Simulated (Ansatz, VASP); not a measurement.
## Two plane-wave programs on W4C5

The input POSCAR:

```
W4C5
1.0
    2.9217712068      0.0000000000      0.0000000000
   -1.4608856034      2.5303280892      0.0000000000
    0.0000000000      0.0000000000     26.3883078636
C W
5 4
Direct
    0.6666666667      0.3333333333      0.2842167841
    0.6666666667      0.3333333333      0.3921083921
    0.6666666667      0.3333333333      0.5000000000
    0.6666666667      0.3333333333      0.6078916079
    0.6666666667      0.3333333333      0.7157832159
    0.0000000000      0.0000000000      0.3381625881
    0.0000000000      0.0000000000      0.4460541960
    0.0000000000      0.0000000000      0.5539458040
    0.0000000000      0.0000000000      0.6618374119
```

Contents of INCAR.step1:

```
ALGO = Normal
DIPOL = 0.5 0.5 0.500
EDIFF = 1E-4
ENCUT = 520
GGA = PE
IDIPOL = 3
ISMEAR = 0
LASPH = True
LCHARG = False
LDIPOL = True
LREAL = False
LWAVE = True
NBANDS = 48
NELM = 100
PREC = Accurate
SIGMA = 0.1
```

Contents of INCAR.step2:

```
ALGO = Normal
DIPOL = 0.5 0.5 0.500
EDIFF = 1E-7
ENCUT = 520
IDIPOL = 3
ISIF = 2
ISMEAR = 0
ISTART = 1
LASPH = True
LCHARG = True
LDIPOL = True
LELF = True
LMIXTAU = True
LREAL = False
LVACPOTAV = True
LVHAR = True
LWAVE = False
METAGGA = R2SCAN
NBANDS = 48
NELM = 100
PREC = Accurate
SIGMA = 0.1
```

The input KPOINTS:

```
k-points
0
Gamma
  12 12 1
```

Input for Ansatz:

```yaml
crystal:
  lattice:
    - [2.9217712068, 0.0, 0.0]
    - [-1.4608856034, 2.5303280892, 0.0]
    - [0.0, 0.0, 26.3883078636]
  atoms:
    - { symbol: C, position: [0.6666666667, 0.3333333333, 0.2842167841] }
    - { symbol: W, position: [0.0, 0.0, 0.3381625881] }
    - { symbol: C, position: [0.6666666667, 0.3333333333, 0.3921083921] }
    - { symbol: W, position: [0.0, 0.0, 0.446054196] }
    - { symbol: C, position: [0.6666666667, 0.3333333333, 0.5] }
    - { symbol: W, position: [0.0, 0.0, 0.553945804] }
    - { symbol: C, position: [0.6666666667, 0.3333333333, 0.6078916079] }
    - { symbol: W, position: [0.0, 0.0, 0.6618374119] }
    - { symbol: C, position: [0.6666666667, 0.3333333333, 0.7157832159] }
basis:
  ecutwfc: 500
kpoints:
  mp_grid: { grid: [12, 12, 1] }
hamiltonian:
  xc: r2scan
scf:
  occupations: { method: gaussian, width: 0.1 }
output:
  forces: true
  stress: true
  eigenvalues: true
  write_density: true
  write_potential: true
  elf: true
  volumetric_format: npy
efield:
  axis: 3
  dipole_correction: true
  ramp_width: 0.04
```

Alike in both runs: task single point; functional r2SCAN; k mesh 12 × 12 × 1; occupations gaussian, width 0.1 eV; no spin polarisation.

|  | VASP | Ansatz |
| --- | --- | --- |
| version | VASP 6.6.1 | Ansatz 0.2.0 |
| potentials or method | VASP PAW PBE potentials, release 64 (C, W_sv), cutoff 520 eV | scalar-relativistic, plane waves, PAW |
| valence electrons in the cell | 76 | 76 |

Ansatz gave:

- gap on the k mesh at the Fermi level (eV): none
- rms of the force components (eV/Å): 2.125
- work function, face that differs most (eV): 6.41

Q: Estimate VASP's values.

A: gap on the k mesh at the Fermi level (eV): none; rms of the force components (eV/Å): 2.119; work function, face that differs most (eV): 6.41.

VASP's potentials were made for PBE, not for r2SCAN. A gap of «none» marks a metal or a gap that the smearing closes. With one functional, cell and mesh, what is left measures potentials, basis and numerics. Ansatz's warnings: xc potential rough in thin density.

Spin-orbit coupling is off throughout.
